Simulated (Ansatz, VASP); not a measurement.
**C in VASP and in Ansatz**

```
C
1.0
    -2.45766    0.00000    0.00000
     0.00000    0.00000   -3.52948
     0.00000   -4.25679    0.00000
C
4
Cartesian
  -1.2288 -0.6945 0.0000
  0.0000 -2.7929 0.0000
  0.0000 -1.4339 0.0000
  -1.2288 -3.5923 0.0000
```

Change from the starting cell: mode 8 frozen in at -0.015 Å and mode 12 at +0.030 Å (largest displacements).

Alike in both runs: task single point; functional PBEsol; dispersion D3(BJ); k mesh 18 × 12 × 10; occupations gaussian, width 0.15 eV; no spin polarisation.

```csv
,VASP,Ansatz
version,VASP 6.6.1,Ansatz 0.2.0
potentials or method,"VASP PAW PBE potentials, release 64 (C), cutoff 600 eV","scalar-relativistic, plane waves, PAW"
valence electrons in the cell,16,16
```

Ansatz gave:

```
gap on the k mesh at the Fermi level (eV)                     : none
pressure (GPa)                                                : 1.9
traceless stress, the component that is largest in VASP (GPa) : 7.78
rms of the force components (eV/Å)                            : 2.140
```

Task: Which values does VASP return?

Result: gap on the k mesh at the Fermi level (eV): none; pressure (GPa): 2.1; traceless stress, the component that is largest in VASP (GPa): 8.20; rms of the force components (eV/Å): 2.146.

VASP's potentials were made for PBE, not for PBEsol, and Ansatz warns of the same on its side. Atom by atom the forces differ by 0.007 eV/Å (rms over components). A gap of «none» marks a metal or a gap that the smearing closes.
